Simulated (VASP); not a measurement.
# Ga4SbAs3 (P-43m) in VASP: relaxation of the atoms with PBEsol

Aim: the relaxation of the atoms of Ga4SbAs3 with PBEsol.

Everything below comes from runs of VASP 6.6.1. Logs are shortened: lines on timing, memory, paths and dates and some standing lists are left out, and cuts for length are marked.

## 1. The cell of the first run

It takes space group P-43m (No. 215, cubic). Conventional cell: a = 5.764 Å, b = 5.764 Å, c = 5.764 Å, α = 90.00°, β = 90.00°, γ = 90.00°. Ga (site symmetry 3m) has 1 Sb at 2.50 Å and 3 As at 2.50 Å within 3.3 Å. Within 3.3 Å of Sb (site symmetry -43m) lie 4 Ga at 2.50 Å. Within 3.3 Å of As (site symmetry -42m) lie 4 Ga at 2.50 Å.

## 2. Relaxation of the atoms, PBEsol

INCAR

```
PREC = Accurate ; ENCUT = 520
EDIFF = 1E-6 ; ISMEAR = 0
SIGMA = 0.01 ; LREAL = Auto
LASPH = T ; NELM = 80
ALGO = Normal ; ISIF = 2
LWAVE = F ; LCHARG = F
GGA = PS ; IBRION = 2
NSW = 80 ; EDIFFG = -0.005
```

KPOINTS

```
Automatic mesh
0
Gamma
  3 3 3
```

POSCAR

```
Ga4SbAs3
1.0
    0.0000000000      5.7639000000      5.7639000000
    5.7639000000      0.0000000000      5.7639000000
    5.7639000000      5.7639000000      0.0000000000
Ga Sb As
8 2 6
Direct
    0.0000000000      0.0000000000      0.0000000000
    0.0000000000      0.0000000000      0.5000000000
    0.0000000000      0.5000000000      0.0000000000
    0.0000000000      0.5000000000      0.5000000000
    0.5000000000      0.0000000000      0.0000000000
    0.5000000000      0.0000000000      0.5000000000
    0.5000000000      0.5000000000      0.0000000000
    0.5000000000      0.5000000000      0.5000000000
    0.1250000000      0.1250000000      0.1250000000
    0.6250000000      0.6250000000      0.6250000000
    0.1250000000      0.1250000000      0.6250000000
    0.1250000000      0.6250000000      0.1250000000
    0.1250000000      0.6250000000      0.6250000000
    0.6250000000      0.1250000000      0.1250000000
    0.6250000000      0.1250000000      0.6250000000
    0.6250000000      0.6250000000      0.1250000000
```

Potentials or basis: VASP PAW PBE potentials, release 64 (Ga_d, Sb, As).

Command:

```sh
$ cat potpaw_PBE.64/Ga_d/POTCAR potpaw_PBE.64/Sb/POTCAR potpaw_PBE.64/As/POTCAR > POTCAR
$ mpirun -np 1 vasp_std > vasp.out
```

OUTCAR:

```text
PREC = Accurate
   ENCUT = 520
   EDIFF = 1E-6
   ISMEAR = 0
   LREAL = Auto
   LASPH = T
   NELM = 80
   ISIF = 2
   GGA = PS
   IBRION = 2
   NSW = 80
   EDIFFG = -0.005

 ion  position               nearest neighbor table
   1  0.000  0.000  0.000-   9 2.50  11 2.50  12 2.50  14 2.50
   2  0.000  0.000  0.500-   9 2.50  11 2.50  13 2.50  15 2.50
   3  0.000  0.500  0.000-   9 2.50  12 2.50  13 2.50  16 2.50
   4  0.000  0.500  0.500-  10 2.50  11 2.50  12 2.50  13 2.50
   5  0.500  0.000  0.000-   9 2.50  14 2.50  15 2.50  16 2.50
   6  0.500  0.000  0.500-  10 2.50  11 2.50  14 2.50  15 2.50
[... 8 lines left out ...]
  15  0.625  0.125  0.625-   2 2.50   5 2.50   6 2.50   8 2.50
  16  0.625  0.625  0.125-   3 2.50   5 2.50   7 2.50   8 2.50

  LATTYP: Found a face centered cubic cell.
 ALAT       =    11.5278000000

  Lattice vectors:

 A1 = (   0.0000000000,   5.7639000000,   5.7639000000)
 A2 = (   5.7639000000,   0.0000000000,   5.7639000000)
 A3 = (   5.7639000000,   5.7639000000,   0.0000000000)

Analysis of symmetry for initial positions (statically):
=====================================================================
 Subroutine PRICEL returns following result:

  LATTYP: Found a simple cubic cell.
 ALAT       =     5.7639000000

  Lattice vectors:

 A1 = (  -5.7639000000,   0.0000000000,   0.0000000000)
 A2 = (   0.0000000000,   0.0000000000,   5.7639000000)
 A3 = (   0.0000000000,   5.7639000000,   0.0000000000)

   2 primitive cells build up your supercell.

 Routine SETGRP: Setting up the symmetry group for a
 face centered cubic supercell.

 Subroutine GETGRP returns: Found 24 space group operations
 (whereof  6 operations were pure point group operations)
 out of a pool of 48 trial point group operations.

The static configuration has the point symmetry C_3v.
 The point group associated with its full space group is T_d .

Analysis of symmetry for dynamics (positions and initial velocities):
=====================================================================
 Subroutine PRICEL returns following result:

  LATTYP: Found a simple cubic cell.
 ALAT       =     5.7639000000

  Lattice vectors:

 A1 = (  -5.7639000000,   0.0000000000,   0.0000000000)
 A2 = (   0.0000000000,   0.0000000000,   5.7639000000)
 A3 = (   0.0000000000,   5.7639000000,   0.0000000000)

   2 primitive cells build up your supercell.

 Routine SETGRP: Setting up the symmetry group for a
 face centered cubic supercell.

[... 103 lines left out ...]
   ISYM   =      2    0-nonsym 1-usesym 2-fastsym
   POTIM  = 0.5000    time-step for ionic-motion
   TEBEG  =    0.0;   TEEND  =   0.0 temperature during run
   PSTRESS=    0.0 pullay stress
   NELECT =     144.0000    total number of electrons
   NUPDOWN=      -1.0000    fix difference up-down
   EMIN   =  10.00;   EMAX   =-10.00  energy-range for DOS
   EFERMI =   0.00;   METHOD = LEGACY
   ISMEAR =     0;   SIGMA  =   0.01  broadening in eV -4-tet -1-fermi 0-gaus
   EFERMI_NEDOS =   21; number of points for ismear=-14 and -15
   IALGO  =     38    algorithm
   IMIX   =      4    mixing-type and parameters
     AMIX     =   0.40;   BMIX     =  1.00
     AMIX_MAG =   1.60;   BMIX_MAG =  1.00
  volume/ion in A,a.u.               =      23.94       161.53
  Fermi-wavevector in a.u.,A,eV,Ry     =   1.181597  2.232894 18.996053  1.396170
  Thomas-Fermi vector in A             =   2.317867
   LORBIT       =      0    0 simple, 1 ext, 2 COOP (PROOUT), +10 PAW based schemes
   GGA     = PS    functional components
   LHFCALC =     F    Hartree Fock is set to
   AEXX    =    0.0000 exact exchange contribution
   IVDW    =     0    specifies the selected vdW correction
   LEPSILON=     F    determine dielectric tensor
   LRPA    =     F    only Hartree local field effects (RPA)
 conjugate gradient relaxation of ions
 non-spin polarized calculation
 Gauss-broadening in eV      SIGMA  =   0.01
  energy-cutoff  :      520.00
  volume of cell :      382.98
 maximum number of plane-waves:     10369
 NGX is ok and might be reduce to    64
   NGX = 31   NGY = 31   NGZ = 31

--------------------------------------- Ionic step        1  -------------------------------------------

 number of electron     143.9999929 magnetization

 Free energy of the ion-electron system (eV)
  ---------------------------------------------------
  ext. energy  EPLUGINS =         0.00000000
  ---------------------------------------------------
  free energy    TOTEN  =       -69.82270284 eV

  energy without entropy =      -69.82270284  energy(sigma->0) =      -69.82270284

------------------------ aborting loop because EDIFF is reached ----------------------------------------

  FORCE on cell =-STRESS in cart. coord.  units (eV):
  Direction    XX          YY          ZZ          XY          YZ          ZX
  --------------------------------------------------------------------------------------
  -------------------------------------------------------------------------------------
  Total        2.3220955      2.3220955      2.3220955      0.0000000     -0.0000000     -0.0000000
  in kB        9.7142962      9.7142962      9.7142962      0.0000000     -0.0000000     -0.0000000
  external PRESSURE =       9.7142962 kB  Pullay stress =       0.0000000 kB
[... 187 lines left out ...]
--------------------------------------- Ionic step        5  -------------------------------------------

 number of electron     144.0000049 magnetization

 Free energy of the ion-electron system (eV)
  ---------------------------------------------------
  ext. energy  EPLUGINS =         0.00000000
  ---------------------------------------------------
  free energy    TOTEN  =       -70.23199967 eV

  energy without entropy =      -70.23156419  energy(sigma->0) =      -70.23178193

 E-fermi :   4.1969     XC(G=0):  -9.6559

 val. band max:        4.1875289185   @ k =   0.0000   0.0000   0.0000
 cond. band min:       4.2010920974   @ k =   0.0000   0.0000   0.0000
 fundamental gap:      0.0135631789
 Fermi energy:         4.1969080659

 k-point     1 :       0.0000    0.0000    0.0000
  band No.  band energies     occupation
      1     -10.8223      2.00000
      2     -10.8223      2.00000
      3     -10.8036      2.00000
      4     -10.7957      2.00000
      5     -10.7957      2.00000
      6     -10.7957      2.00000
[... 337 lines left out ...]
     83       7.7657      0.00000
     84       7.8055      0.00000
 [bands above 84 left out]

------------------------ aborting loop because EDIFF is reached ----------------------------------------

  FORCE on cell =-STRESS in cart. coord.  units (eV):
  Direction    XX          YY          ZZ          XY          YZ          ZX
  --------------------------------------------------------------------------------------
  -------------------------------------------------------------------------------------
  Total        1.2751173      1.2751173      1.2751173      0.0000000      0.0000000      0.0000000
  in kB        5.3343489      5.3343489      5.3343489      0.0000000      0.0000000      0.0000000
  external PRESSURE =       5.3343489 kB  Pullay stress =       0.0000000 kB
[... 31 lines left out ...]
  FREE ENERGIE OF THE ION-ELECTRON SYSTEM (eV)
  ---------------------------------------------------
  free  energy   TOTEN  =       -70.2319996678 eV

  energy  without entropy=      -70.2315641892  energy(sigma->0) =      -70.23178193

 reached required accuracy - stopping structural energy minimisation
```

Run time: 9.8 min. Hardware: 1 thread of Intel Xeon 6975P-C (Granite Rapids), shared host; peak memory 0.68 GiB.

Results:

| Item | Value |
| --- | --- |
| Free energy | -70.2320 eV |
| Energy gained by relaxing | 25.6 meV/atom |
| Ionic steps | 5 |
| Pressure after relaxing | 0.5 GPa |
| Band gap on the k mesh | 0.01 eV |

Step by step:
| step | energy change (eV) | largest force (eV/Å) | pressure (GPa) |
| --- | --- | --- | --- |
| 1 | 0.0000 | 1.2695 | 0.97 |
| 2 | -0.3827 | 0.3115 | 0.54 |
| 3 | -0.4093 | 0.0055 | 0.52 |
| 4 | -0.4093 | 0.0113 | 0.54 |
| 5 | -0.4093 | 0.0040 | 0.53 |

Final structure:
```xyz
16
Lattice="0.0000 5.7639 5.7639 5.7639 0.0000 5.7639 5.7639 5.7639 0.0000" Properties=species:S:1:pos:R:3 pbc="T T T"
Ga   11.4793   11.4793   11.4793
Ga    8.6943    8.6943   11.4793
Ga    8.6943   11.4793    8.6943
Ga    5.7154    2.9304    2.9304
Ga   11.4793    8.6943    8.6943
Ga    2.9304    5.7154    2.9304
Ga    2.9304    2.9304    5.7154
Ga    5.7154    5.7154    5.7154
Sb    1.4410    1.4410    1.4410
Sb    7.2049    7.2049    7.2049
As    4.3229    4.3229    1.4410
As    4.3229    1.4410    4.3229
As    7.2049    4.3229    4.3229
As    1.4410    4.3229    4.3229
As    4.3229    7.2049    4.3229
As    4.3229    4.3229    7.2049
```

Levels at points of the mesh, in eV from the valence-band top:
| k point | band 69 | band 70 | band 71 | band 72 | band 73 | band 74 | band 75 | band 76 |
| --- | --- | --- | --- | --- | --- | --- | --- | --- |
| (0.00, 0.00, 0.00) | -0.81 | 0.00 | 0.00 | 0.00 | 0.01 | 0.48 | 0.48 | 0.48 |

Caveat: semilocal functionals underestimate gaps, and a narrow one can read as zero; the PAW data sets were made with another functional, which shifts forces and pressure a little; spin-orbit coupling is left out, which moves the levels of the heavy elements.
